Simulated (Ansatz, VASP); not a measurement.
# MnHg in VASP and in Ansatz

```
CELL_PARAMETERS angstrom
3.25880 0.00000 0.00000
0.00000 3.25880 0.00000
0.00000 0.00000 3.25880
ATOMIC_POSITIONS crystal
Mn 0.50000 0.50000 0.50000
Hg 0.00000 0.00000 0.00000
```

Change from the starting cell: volume scaled by 0.95, no spin polarisation, PAW files.

Alike in both runs: task single point; functional PBE; k mesh 10 × 10 × 10; occupations fermi-dirac, width 0.1 eV; no spin polarisation.

```csv
,VASP,Ansatz
version,VASP 6.6.1,Ansatz 0.2.0
potentials or method,"VASP PAW PBE potentials, release 64 (Mn_pv, Hg)","PAW with Ansatz's default frozen-core files, scalar-relativistic"
plane-wave cutoff (eV),520,420
valence electrons in the cell,25,35
```

|  | VASP | Ansatz | Ansatz less VASP |
| --- | --- | --- | --- |
| pressure (GPa) | -10.2 | -11.0 | -0.80 |

VASP's potentials hold 25 valence electrons a cell and Ansatz's 35, so a difference there can come from the potentials and not from the codes.

Spin-orbit coupling is off throughout.
